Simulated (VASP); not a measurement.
Here is a VASP 6.6.1 calculation.

INCAR

```
SYSTEM = Ta2AlC2N
ALGO     = Normal         ! electronic algorithm
EDIFF    = 1E-7           ! SCF threshold, eV
EDIFFG   = -0.04          ! ionic threshold
ENCUT    = 600            ! plane-wave cutoff, eV
GGA      = PE             ! functional
IBRION   = 2              ! ionic algorithm
ISIF     = 3              ! what is computed and relaxed
ISMEAR   = 0              ! smearing method
LASPH    = .TRUE.         ! aspherical terms in the spheres
LCHARG   = .FALSE.        ! write CHGCAR
LREAL    = .FALSE.        ! projectors in reciprocal space
LWAVE    = .FALSE.        ! write WAVECAR
NELM     = 60             ! most SCF steps
NSW      = 90             ! ionic steps
PREC     = Accurate       ! precision mode
SIGMA    = 0.1            ! smearing width, eV
```

File KPOINTS:

```
k-points
0
G
  6 6 6
  0 0 0
```

The input POSCAR:

```
Ta2AlC2N
1.0
   -1.9423436500      1.9423436500      5.1790373600
    1.9423436500     -1.9423436500      5.1790373600
    1.9423436500      1.9423436500     -5.1790373600
Ta Al C N
2 1 2 1
Direct
    0.6457520100      0.6457520100      0.0000000000
    0.3542479900      0.3542479900      0.0000000000
    0.0000000000      0.0000000000      0.0000000000
    0.2500000000      0.7500000000      0.5000000000
    0.7500000000      0.2500000000      0.5000000000
    0.5000000000      0.5000000000      0.0000000000
```

Potentials or basis: VASP PAW PBE potentials, release 64 (Ta_pv, Al, C, N).

Command:

```sh
$ cat potpaw_PBE.64/Ta_pv/POTCAR potpaw_PBE.64/Al/POTCAR potpaw_PBE.64/C/POTCAR potpaw_PBE.64/N/POTCAR > POTCAR
$ mpirun -np 1 vasp_std > vasp.out
```

(1) What does it give for the band gap on the k mesh?

(2) Estimate the relaxed cell.

(3) Predict the relaxed volume.

(4) What does it give for the space group after relaxing (to 0.1 Å)?

Results:

(1) zero (bands 19 and 20 overlap by 0.92 eV).

(2) a = 7.388 Å, b = 7.388 Å, c = 7.388 Å, α = 149.49°, β = 149.49°, γ = 43.69°.

(3) 17.28 Å³/atom.

(4) I4/mmm (No. 139).

Caveat: the volume moved by over 15 % at a fixed basis, so the end points are rough; spin-orbit coupling is left out, which moves the levels of the heavy elements.
